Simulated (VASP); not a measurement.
Wanted: the native input for a VASP 6.6.1 run.

```yaml
Task: single point
Functional: PBEsol
Potentials_or_basis: VASP PAW PBE potentials, release 64 (Hf_pv, S)
Cutoff: 520 eV
k_mesh: 12 × 12 × 4
Occupations: gaussian, width 0.1 eV
Spin: no spin polarisation
Dipole_correction: no
Further_INCAR_settings: ALGO = Normal; EDIFF = 1e-07; NBANDS = 35
```

The structure of Hf2S lies in POSCAR:

```
Hf2S
1.0
    3.3854864243      0.0000000000      0.0000000000
   -1.6927432122      2.9319172476      0.0000000000
    0.0000000000      0.0000000000     11.7392695537
Hf S
4 2
Direct
    0.6666666667      0.3333333333      0.8984716305
    0.3333333333      0.6666666667      0.3984716305
    0.6666666667      0.3333333333      0.6015283695
    0.3333333333      0.6666666667      0.1015283695
    0.0000000000      0.0000000000      0.7500000000
    0.0000000000      0.0000000000      0.2500000000
```

The input as run:

INCAR

```
PREC = Accurate ; ENCUT = 520
EDIFF = 1E-7 ; ISMEAR = 0
SIGMA = 0.1 ; LREAL = F
LASPH = T ; NELM = 80
ALGO = Normal ; ISIF = 2
LWAVE = F ; LCHARG = F
GGA = PS ; NBANDS = 35
```

KPOINTS

```
Automatic mesh
0
Gamma
  12 12 4
```

Potentials or basis: VASP PAW PBE potentials, release 64 (Hf_pv, S).

Command:

```console
$ cat potpaw_PBE.64/Hf_pv/POTCAR potpaw_PBE.64/S/POTCAR > POTCAR
$ mpirun -np 1 vasp_std > vasp.out
```

It gave:

The pressure is -4.4 GPa and the largest force is 0.009 eV/Å. The band gap on the k mesh is zero (bands 26 and 27 overlap by 1.01 eV).

Caveat: the cell stands under tension; the PAW data sets were made with another functional, which shifts forces and pressure a little; spin-orbit coupling is left out, which moves the levels of the heavy elements.

Run time: 6.2 min on 1 thread of Intel Xeon 8259CL (shared host), peak memory 0.36 GiB.
